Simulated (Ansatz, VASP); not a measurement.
# TePt3: VASP beside Ansatz

```
CELL_PARAMETERS angstrom
4.12953 0.00000 0.00000
0.00000 4.12953 0.00000
0.00000 0.00000 4.12953
ATOMIC_POSITIONS crystal
Te 0.00000 0.00000 0.00000
Pt 0.00000 0.50000 0.50000
Pt 0.50000 0.00000 0.50000
Pt 0.50000 0.50000 0.00000
```

Alike in both runs: functional PBE; k mesh 12 × 12 × 12; occupations gaussian, width 0.1 eV; no spin polarisation.

Ansatz relaxed the structure, and its values are those at the end. VASP's run is a single point on that final structure, the one shown.

|  | VASP | Ansatz |
| --- | --- | --- |
| version | VASP 6.6.1 | Ansatz 0.2.0 |
| potentials or method | VASP PAW PBE potentials, release 64 (Te, Pt), cutoff 520 eV | scalar-relativistic, plane waves, PAW |
| valence electrons in the cell | 36 | 70 |

|  | VASP | Ansatz | Ansatz less VASP |
| --- | --- | --- | --- |
| gap on the k mesh at the Fermi level (eV) | none | none | - |
| pressure (GPa) | -0.4 | 0.0 | +0.36 |

A gap of «none» marks a metal or a gap that the smearing closes. With one functional, cell and mesh, what is left measures potentials, basis and numerics. VASP's potentials hold 36 valence electrons a cell and Ansatz's 70, so a difference there can come from the potentials and not from the codes.

Neither program's run includes spin-orbit coupling.
